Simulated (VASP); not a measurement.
Input of a VASP 6.6.1 run:

INCAR

```
ALGO = Normal
EDIFF = 1E-7
ENCUT = 520
GGA = PE
ISIF = 2
ISMEAR = 0
LASPH = T
LCHARG = F
LREAL = F
LWAVE = F
NBANDS = 40
NELM = 80
PREC = Accurate
SIGMA = 0.01
```

Contents of KPOINTS:

```
k-points
0
Gamma
  4 4 4
```

File POSCAR:

```
InAsF6
1.0
    3.8193378900      2.2050957600      2.6199350800
   -3.8193378900      2.2050957600      2.6199350800
    0.0000000000     -4.4101915200      2.6199350800
In As F
1 1 6
Direct
    0.0000000000      0.0000000000      0.0000000000
    0.5000000000      0.5000000000      0.5000000000
    0.2971920000      0.5822730000      0.2243380000
    0.5822730000      0.2243380000      0.2971920000
    0.7756620000      0.7028080000      0.4177270000
    0.4177270000      0.7756620000      0.7028080000
    0.7028080000      0.4177270000      0.7756620000
    0.2243380000      0.2971920000      0.5822730000
```

Potentials or basis: VASP PAW PBE potentials, release 64 (In_d, As, F).

The run is started by

```console
$ cat potpaw_PBE.64/In_d/POTCAR potpaw_PBE.64/As/POTCAR potpaw_PBE.64/F/POTCAR > POTCAR
$ mpirun -np 1 vasp_std > vasp.out
```

Task: What does it give for the pressure?

Result: 0.0 GPa.

Task: What does it give for the band gap on the k mesh?

Result: 3.37 eV, indirect (least direct gap 3.49 eV).

Task: Estimate the largest force.

Result: 0.011 eV/Å.

Stress tensor (GPa, compression positive):
```
 0.12  0.00  0.00
 0.00  0.12  0.00
 0.00  0.00 -0.15
```

Caveat: spin-orbit coupling is left out, which moves the levels of the heavy elements. As with any semilocal functional, this PBE gap is likely too small.
